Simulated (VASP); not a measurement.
# MgO (P6_3mc) in VASP: a series of runs

The runs below take MgO through single point, with PBE.

All numbers are computed with VASP 6.6.1; they aren't measurements. Logs are shortened: lines on timing, memory, paths and dates and some standing lists are left out, and cuts for length are marked.

## (1) The cell of the first run

The structure is hexagonal, space group P6_3mc (No. 186). The conventional cell has a = 3.445 Å, b = 3.445 Å, c = 9.953 Å, α = 90.00°, β = 90.00°, γ = 120.00°. Mg (site symmetry 3m) has 4 O at 1.89 to 2.08 Å within 2.5 Å. Within 2.5 Å of Mg (site symmetry 3m) lie 4 O at 1.90 to 2.07 Å. O (site symmetry 3m) has 4 Mg at 1.89 to 2.07 Å within 2.5 Å. O (site symmetry 3m) has 4 Mg at 1.90 to 2.08 Å within 2.5 Å.

## (2) Single point, PBE

The input, INCAR:

```
PREC = Accurate ; ENCUT = 520
EDIFF = 1E-7 ; ISMEAR = 0
SIGMA = 0.05 ; LREAL = F
LASPH = T ; NELM = 100
ALGO = Normal ; ISIF = 2
LWAVE = F ; LCHARG = F
GGA = PE ; NBANDS = 26
```

The input, KPOINTS:

```
regular mesh
0
Gamma
  9 9 2
```

The input, POSCAR:

```
MgO
1.0
    3.4446000000      0.0000000000      0.0000000000
   -1.7223000000      2.9831111059      0.0000000000
    0.0000000000      0.0000000000      9.9532000000
Mg O
4 4
Direct
    0.3333333333      0.6666666667      0.9694906392
    0.0000000000      0.0000000000      0.2208211786
    0.0000000000      0.0000000000      0.7208211786
    0.6666666667      0.3333333333      0.4694906392
    0.3333333333      0.6666666667      0.7800420079
    0.0000000000      0.0000000000      0.5296443544
    0.0000000000      0.0000000000      0.0296443544
    0.6666666667      0.3333333333      0.2800420079
```

Potentials or basis: VASP PAW PBE potentials, release 64 (Mg, O).

Command:

```sh
cat potpaw_PBE.64/Mg/POTCAR potpaw_PBE.64/O/POTCAR > POTCAR
mpirun -np 1 vasp_std > vasp.out
```

OUTCAR:

```text
PREC = Accurate
   ENCUT = 520
   EDIFF = 1E-7
   ISMEAR = 0
   LREAL = F
   LASPH = T
   NELM = 100
   ISIF = 2
   GGA = PE

 ion  position               nearest neighbor table
   1  0.333  0.667  0.969-   5 1.89   7 2.08   7 2.08   7 2.08   3 3.18   3 3.18   3 3.18   2 3.20
                             2 3.20   2 3.20
   2  0.000  0.000  0.221-   7 1.90   8 2.07   8 2.07   8 2.07   4 3.18   4 3.18   4 3.18   1 3.20
                             1 3.20   1 3.20
   3  0.000  0.000  0.721-   6 1.90   5 2.07   5 2.07   5 2.07   1 3.18   1 3.18   1 3.18   4 3.20
                             4 3.20   4 3.20
   4  0.667  0.333  0.469-   8 1.89   6 2.08   6 2.08   6 2.08   2 3.18   2 3.18   2 3.18   3 3.20
                             3 3.20   3 3.20
   5  0.333  0.667  0.780-   1 1.89   3 2.07   3 2.07   3 2.07
   6  0.000  0.000  0.530-   3 1.90   4 2.08   4 2.08   4 2.08
   7  0.000  0.000  0.030-   2 1.90   1 2.08   1 2.08   1 2.08
   8  0.667  0.333  0.280-   4 1.89   2 2.07   2 2.07   2 2.07

  LATTYP: Found a hexagonal cell.
 ALAT       =     3.4446000000
 C/A-ratio  =     2.8895082158

  Lattice vectors:

 A1 = (   3.4446000000,   0.0000000000,   0.0000000000)
 A2 = (  -1.7223000000,   2.9831111059,   0.0000000000)
 A3 = (   0.0000000000,   0.0000000000,   9.9532000000)

Analysis of symmetry for initial positions (statically):
=====================================================================
 Subroutine PRICEL returns:
 Original cell was already a primitive cell.

 Routine SETGRP: Setting up the symmetry group for a
 hexagonal supercell.

 Subroutine GETGRP returns: Found 12 space group operations
 (whereof  6 operations were pure point group operations)
 out of a pool of 24 trial point group operations.

The static configuration has the point symmetry C_3v.
 The point group associated with its full space group is C_6v.

Analysis of symmetry for dynamics (positions and initial velocities):
=====================================================================
 Subroutine PRICEL returns:
 Original cell was already a primitive cell.

 Routine SETGRP: Setting up the symmetry group for a
 hexagonal supercell.

 Subroutine GETGRP returns: Found 12 space group operations
 (whereof  6 operations were pure point group operations)
 out of a pool of 24 trial point group operations.

The dynamic configuration has the point symmetry C_3v.
 The point group associated with its full space group is C_6v.

 Subroutine INISYM returns: Found 12 space group operations
 (whereof  6 operations are pure point group operations),
 and found     1 'primitive' translations

----------------------------------------------------------------------------------------

                                     Primitive cell

  volume of cell :     102.2753

  direct lattice vectors                    reciprocal lattice vectors
     3.444600000  0.000000000  0.000000000     0.290309470  0.167610251  0.000000000
    -1.722300000  2.983111106  0.000000000     0.000000000  0.335220501  0.000000000
     0.000000000  0.000000000  9.953200000     0.000000000  0.000000000  0.100470201

  length of vectors
     3.444600000  3.444600000  9.953200000     0.335220501  0.335220501  0.100470201

  position of ions in fractional coordinates (direct lattice)
     0.333333333  0.666666667  0.969490639
     0.000000000  0.000000000  0.220821179
     0.000000000  0.000000000  0.720821179
     0.666666667  0.333333333  0.469490639
     0.333333333  0.666666667  0.780042008
     0.000000000  0.000000000  0.529644354
     0.000000000  0.000000000  0.029644354
     0.666666667  0.333333333  0.280042008

  ion indices of the primitive-cell ions
   primitive index   ion index
                 1           1
                 2           2
                 3           3
                 4           4
                 5           5
                 6           6
                 7           7
                 8           8

----------------------------------------------------------------------------------------

 KPOINTS: regular mesh

Automatic generation of k-mesh.
 Grid dimensions read from file:
 generate k-points for:    9    9    2

 Generating k-lattice:

  Cartesian coordinates                     Fractional coordinates (reciprocal lattice)
     0.032256608  0.018623361  0.000000000     0.111111111  0.000000000  0.000000000
     0.000000000  0.037246722  0.000000000     0.000000000  0.111111111  0.000000000
     0.000000000  0.000000000  0.050235100     0.000000000  0.000000000  0.500000000

  Length of vectors
     0.037246722  0.037246722  0.050235100

  Shift w.r.t. Gamma in fractional coordinates (k-lattice)
     0.000000000  0.000000000  0.000000000

 Subroutine IBZKPT returns following result:
 ===========================================

 Found     24 irreducible k-points:

 Following reciprocal coordinates:
            Coordinates               Weight
  0.000000  0.000000  0.000000      1.000000
  0.111111  0.000000  0.000000      6.000000
  0.222222 -0.000000  0.000000      6.000000
  0.333333 -0.000000  0.000000      6.000000
  0.444444 -0.000000  0.000000      6.000000
  0.111111  0.111111  0.000000      6.000000
[... 16 lines left out ...]
  0.333333  0.222222  0.500000     12.000000
  0.333333  0.333333  0.500000      2.000000
   k-points           NKPTS =     24   k-points in BZ     NKDIM =     24   number of bands    NBANDS=     26
   number of dos      NEDOS =    301   number of ions     NIONS =      8
   total plane-waves  NPLWV =  62720
   dimension x,y,z NGX =    28 NGY =   28 NGZ =   80
   dimension x,y,z NGXF=    56 NGYF=   56 NGZF=  160
   ions per type =               4   4
   NGX,Y,Z   is equivalent  to a cutoff of  13.51, 13.51, 13.36 a.u.
   NGXF,Y,Z  is equivalent  to a cutoff of  27.03, 27.03, 26.72 a.u.
 SYSTEM =  unknown system
   PREC   = accura    normal or accurate (medium, high low for compatibility)
   ISTART =      0    job   : 0-new  1-cont  2-samecut
   ICHARG =      2    charge: 1-file 2-atom 10-const
   ISPIN  =      1    spin polarized calculation?
   LNONCOLLINEAR =      F non collinear calculations
   LSORBIT =      F    spin-orbit coupling
   LASPH  =      T    aspherical Exc in radial PAW
   ENCUT  =  520.0 eV  38.22 Ry    6.18 a.u.   6.40  6.40 18.51*2*pi/ulx,y,z
   NELM   =    100;   NELMIN=  2; NELMDL= -5     # of ELM steps
   EDIFF  = 0.1E-06   stopping-criterion for ELM
   LREAL  =      F    real-space projection
   EDIFFG = 0.1E-05   stopping-criterion for IOM
   NSW    =      0    number of steps for IOM
   IBRION =     -1    ionic relax: 0-MD 1-quasi-New 2-CG
   NFREE  =      0    steps in history (QN), initial steepest desc. (CG)
   ISIF   =      2    stress and relaxation
   ISYM   =      2    0-nonsym 1-usesym 2-fastsym
   POTIM  = 0.5000    time-step for ionic-motion
   TEBEG  =    0.0;   TEEND  =   0.0 temperature during run
   PSTRESS=    0.0 pullay stress
   NELECT =      32.0000    total number of electrons
   NUPDOWN=      -1.0000    fix difference up-down
   EMIN   =  10.00;   EMAX   =-10.00  energy-range for DOS
   EFERMI =   0.00;   METHOD = LEGACY
   ISMEAR =     0;   SIGMA  =   0.05  broadening in eV -4-tet -1-fermi 0-gaus
   EFERMI_NEDOS =   21; number of points for ismear=-14 and -15
   IALGO  =     38    algorithm
   IMIX   =      4    mixing-type and parameters
     AMIX     =   0.40;   BMIX     =  1.00
     AMIX_MAG =   1.60;   BMIX_MAG =  1.00
  volume/ion in A,a.u.               =      12.78        86.27
  Fermi-wavevector in a.u.,A,eV,Ry     =   1.111393  2.100229 16.805854  1.235195
  Thomas-Fermi vector in A             =   2.247956
   LORBIT       =      0    0 simple, 1 ext, 2 COOP (PROOUT), +10 PAW based schemes
   GGA     = PE    functional components
   LHFCALC =     F    Hartree Fock is set to
   AEXX    =    0.0000 exact exchange contribution
   IVDW    =     0    specifies the selected vdW correction
   LEPSILON=     F    determine dielectric tensor
   LRPA    =     F    only Hartree local field effects (RPA)
 non-spin polarized calculation
 Gauss-broadening in eV      SIGMA  =   0.05
  energy-cutoff  :      520.00
  volume of cell :      102.28
 maximum number of plane-waves:      2783
 NGX is ok and might be reduce to    28
   NGX = 13   NGY = 13   NGZ = 37

 number of electron      31.9999999 magnetization

 Free energy of the ion-electron system (eV)
  ---------------------------------------------------
  ext. energy  EPLUGINS =         0.00000000
  ---------------------------------------------------
  free energy    TOTEN  =       -46.38165242 eV

  energy without entropy =      -46.38165242  energy(sigma->0) =      -46.38165242

 E-fermi :   0.9130     XC(G=0):  -9.4019

 val. band max:        0.6669905856   @ k =   0.0000   0.0000   0.0000
 cond. band min:       3.6685061939   @ k =   0.0000   0.0000   0.0000
 fundamental gap:      3.0015156084
 Fermi energy:         0.9130008369

 k-point     1 :       0.0000    0.0000    0.0000
  band No.  band energies     occupation
      1     -15.2877      2.00000
      2     -14.9606      2.00000
      3     -14.9005      2.00000
      4     -14.5496      2.00000
      5      -2.2010      2.00000
      6      -1.2044      2.00000
[... 18 lines left out ...]
     25      14.2368      0.00000
     26      14.2812      0.00000

 k-point     2 :       0.1111    0.0000    0.0000
  band No.  band energies     occupation
      1     -15.2382      2.00000
      2     -14.9281      2.00000
      3     -14.8679      2.00000
      4     -14.5380      2.00000
      5      -2.0961      2.00000
      6      -1.3070      2.00000
[... 18 lines left out ...]
     25      13.8886      0.00000
     26      14.0498      0.00000

 k-point     3 :       0.2222   -0.0000    0.0000
  band No.  band energies     occupation
      1     -15.1048      2.00000
      2     -14.8444      2.00000
      3     -14.7840      2.00000
      4     -14.5142      2.00000
      5      -1.8094      2.00000
      6      -1.6290      2.00000
[... 18 lines left out ...]
     25      13.5242      0.00000
     26      13.8597      0.00000

 k-point     4 :       0.3333   -0.0000    0.0000
  band No.  band energies     occupation
      1     -14.9313      2.00000
      2     -14.7466      2.00000
      3     -14.6866      2.00000
      4     -14.5039      2.00000
      5      -2.0737      2.00000
      6      -1.9046      2.00000
[... 18 lines left out ...]
     25      12.9400      0.00000
     26      13.5808      0.00000

 k-point     5 :       0.4444   -0.0000    0.0000
  band No.  band energies     occupation
      1     -14.7884      2.00000
      2     -14.6813      2.00000
      3     -14.6239      2.00000
      4     -14.5215      2.00000
      5      -2.3812      2.00000
      6      -2.1469      2.00000
[... 18 lines left out ...]
     25      12.9726      0.00000
     26      13.6049      0.00000

 k-point     6 :       0.1111    0.1111    0.0000
  band No.  band energies     occupation
      1     -15.1466      2.00000
      2     -14.8700      2.00000
      3     -14.8096      2.00000
      4     -14.5203      2.00000
      5      -1.8967      2.00000
      6      -1.5072      2.00000
[... 427 lines left out ...]
 k-point    21 :       0.4444    0.1111    0.5000
  band No.  band energies     occupation
      1     -14.7145      2.00000
      2     -14.7145      2.00000
      3     -14.5597      2.00000
      4     -14.5597      2.00000
      5      -2.1712      2.00000
      6      -2.1712      2.00000
[... 18 lines left out ...]
     25      13.1459      0.00000
     26      13.1459      0.00000

 k-point    22 :       0.2222    0.2222    0.5000
  band No.  band energies     occupation
      1     -14.7959      2.00000
      2     -14.7959      2.00000
      3     -14.5544      2.00000
      4     -14.5544      2.00000
      5      -1.8088      2.00000
      6      -1.8088      2.00000
[... 18 lines left out ...]
     25      12.7129      0.00000
     26      12.7129      0.00000

 k-point    23 :       0.3333    0.2222    0.5000
  band No.  band energies     occupation
      1     -14.6922      2.00000
      2     -14.6922      2.00000
      3     -14.5609      2.00000
      4     -14.5609      2.00000
      5      -1.9584      2.00000
      6      -1.9584      2.00000
[... 18 lines left out ...]
     25      12.7581      0.00000
     26      12.7582      0.00000

 k-point    24 :       0.3333    0.3333    0.5000
  band No.  band energies     occupation
      1     -14.6417      2.00000
      2     -14.6417      2.00000
      3     -14.5780      2.00000
      4     -14.5780      2.00000
      5      -1.8223      2.00000
      6      -1.8223      2.00000
[... 18 lines left out ...]
     25      12.7430      0.00000
     26      12.7711      0.00000

------------------------ aborting loop because EDIFF is reached ----------------------------------------

  FORCE on cell =-STRESS in cart. coord.  units (eV):
  Direction    XX          YY          ZZ          XY          YZ          ZX
  --------------------------------------------------------------------------------------
  -------------------------------------------------------------------------------------
  Total       -6.9000073     -6.9000073      6.9724493      0.0000000      0.0000000     -0.0000000
  in kB     -108.0909112   -108.0909112    109.2257383      0.0000000      0.0000000     -0.0000000
  external PRESSURE =     -35.6520280 kB  Pullay stress =       0.0000000 kB

 VOLUME and BASIS-vectors are now :
 -----------------------------------------------------------------------------
  energy-cutoff  :      520.00
  volume of cell :      102.28
      direct lattice vectors                 reciprocal lattice vectors
     3.444600000  0.000000000  0.000000000     0.290309470  0.167610251  0.000000000
    -1.722300000  2.983111106  0.000000000     0.000000000  0.335220501  0.000000000
     0.000000000  0.000000000  9.953200000     0.000000000  0.000000000  0.100470201

 POSITION                                       TOTAL-FORCE (eV/Angst)
 -----------------------------------------------------------------------------------
     -0.00000      1.98874      9.64953        -0.000000      0.000000      0.989920
      0.00000      0.00000      2.19788        -0.000000     -0.000000      1.073570
      0.00000      0.00000      7.17448        -0.000000     -0.000000      1.073570
      1.72230      0.99437      4.67293         0.000000     -0.000000      0.989920
     -0.00000      1.98874      7.76391        -0.000000      0.000000     -1.049723
      0.00000      0.00000      5.27166        -0.000000     -0.000000     -1.013767
      0.00000      0.00000      0.29506        -0.000000      0.000000     -1.013767
      1.72230      0.99437      2.78731         0.000000     -0.000000     -1.049723
 -----------------------------------------------------------------------------------
    total drift:                               -0.000000     -0.000000     -0.001132

  FREE ENERGIE OF THE ION-ELECTRON SYSTEM (eV)
  ---------------------------------------------------
  free  energy   TOTEN  =       -46.3816524161 eV

  energy  without entropy=      -46.3816524161  energy(sigma->0) =      -46.38165242
```

Wall time 63 s (1 thread of Intel Xeon Platinum 8124M at 3.00GHz (Skylake/Cascade Lake), shared host); peak memory 0.25 GiB.

What came out:

```yaml
Free_energy: -46.3817 eV
Pressure: -3.6 GPa
Largest_force: 1.074 eV/Å
Band_gap_on_the_k_mesh: 3.00 eV, direct
```

Forces on the atoms (eV/Å):
```
Mg   0.000  0.000  0.990
Mg   0.000  0.000  1.074
Mg   0.000  0.000  1.074
Mg   0.000  0.000  0.990
O    0.000  0.000 -1.050
O    0.000  0.000 -1.014
O    0.000  0.000 -1.014
O    0.000  0.000 -1.050
```

Levels at points of the mesh, in eV from the valence-band top:
| k point | band 12 | band 13 | band 14 | band 15 | band 16 | band 17 | band 18 | band 19 | band 20 | band 21 |
| --- | --- | --- | --- | --- | --- | --- | --- | --- | --- | --- |
| (0.00, 0.00, 0.00) | -0.48 | -0.48 | -0.33 | -0.33 | 0.00 | 3.00 | 5.29 | 5.49 | 7.87 | 9.64 |
| (0.00, 0.00, 0.50) | -0.63 | -0.38 | -0.38 | -0.38 | -0.38 | 3.85 | 3.85 | 6.90 | 6.90 | 10.86 |

Caveat: forces of over 1 eV/Å act on the atoms, so gaps and moduli don't describe the material at rest.

[end of part 1 of 2]
